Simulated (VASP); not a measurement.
GaP (zincblende type): single point with PBE

The system is GaP (zincblende type).

```
Ga P
1.0
     0.00000    2.75300    2.75300
     2.75300    0.00000    2.75300
     2.75300    2.75300    0.00000
Ga P
1 1
Direct
  0.00000 0.00000 0.00000
  0.25000 0.25000 0.25000
```

```json
{
  "Program": "VASP 6.6.1",
  "Task": "single point",
  "Functional": "PBE",
  "Potentials or basis": "VASP PAW PBE potentials, release 64 (Ga_d, P)",
  "Cutoff": "520 eV",
  "k mesh": "12 × 12 × 12",
  "Occupations": "fermi-dirac, width 0.1 eV",
  "Spin": "no spin polarisation",
  "Dipole correction": "no",
  "k mesh for the DOS": "18 × 18 × 18",
  "Occupations for the DOS": "tetrahedron",
  "Further INCAR settings": "ALGO = Normal; EDIFF = 1e-06"
}
```

* Valence electrons inside the program's atomic spheres: Ga 11.68; P 2.53

Levels at points of the mesh, in eV from the valence-band top:
```
           k point  band 7  band 8  band 9  band 10  band 11  band 12
(0.00, 0.00, 0.00)    0.00    0.00    0.00     1.57     3.89     3.89
(0.50, 0.00, 0.00)   -6.46   -1.07   -1.07     1.58     4.73     4.73
(0.50, 0.50, 0.00)   -6.61   -2.58   -2.58     1.72     1.85    10.37
```

It took 98 s on 1 thread of Intel(R) Xeon(R) Platinum 8259CL CPU @ 2.50GHz (Skylake/Cascade Lake), on a shared host, peak memory 0.24 GiB.
